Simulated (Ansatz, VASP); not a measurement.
**One calculation of C, two programs**

The input INCAR:

```
SYSTEM = C
  PREC = Accurate
  ENCUT = 520
  EDIFF = 1E-7
  ISMEAR = -1
  SIGMA = 0.03
  LREAL = .False.
  LASPH = .True.
  NELM = 100
  ALGO = Normal
  ISIF = 2
  LWAVE = .False.
  LCHARG = .False.
  GGA = PE
  NBANDS = 11
```

File KPOINTS:

```
regular mesh
0
Gamma
  16 16 16
  0 0 0
```

File POSCAR:

```
C
1.0
    0.0000000000      1.8010585742      1.8010585742
    1.8010585742      0.0000000000      1.8010585742
    1.8010585742      1.8010585742      0.0000000000
C
2
Direct
    0.5000000000      0.5000000000      0.5000000000
    0.7500000000      0.7500000000      0.7500000000
```

Input for Ansatz:

```yaml
crystal:
  lattice:
    - [0.0, 1.8010585742, 1.8010585742]
    - [1.8010585742, 0.0, 1.8010585742]
    - [1.8010585742, 1.8010585742, 0.0]
  atoms:
    - { symbol: C, position: [0.5, 0.5, 0.5] }
    - { symbol: C, position: [0.75, 0.75, 0.75] }
kpoints:
  mp_grid: { grid: [16, 16, 16] }
scf:
  occupations: { method: fermi_dirac, width: 0.03 }
hamiltonian:
  xc: pbe
  pseudopotentials: { kind: all_electron, lapw: { basis_error: 0.00025 } }
output:
  forces: true
  stress: true
  eigenvalues: true
```

Change from the starting cell: volume scaled by 1.03.

Alike in both runs: task single point; functional PBE; k mesh 16 × 16 × 16; occupations fermi-dirac, width 0.03 eV; no spin polarisation.

```csv
,VASP,Ansatz
version,VASP 6.6.1,Ansatz 0.2.0
potentials or method,"VASP PAW PBE potentials, release 64 (C), cutoff 520 eV","all-electron LAPW, scalar-relativistic"
```

|  | VASP | Ansatz | Ansatz less VASP |
| --- | --- | --- | --- |
| gap on the k mesh at the Fermi level (eV) | 4.07 | 4.08 | +0.008 |
| pressure (GPa) | -10.0 | -10.6 | -0.60 |

Ansatz ran all-electron here, and VASP with PAW potentials.
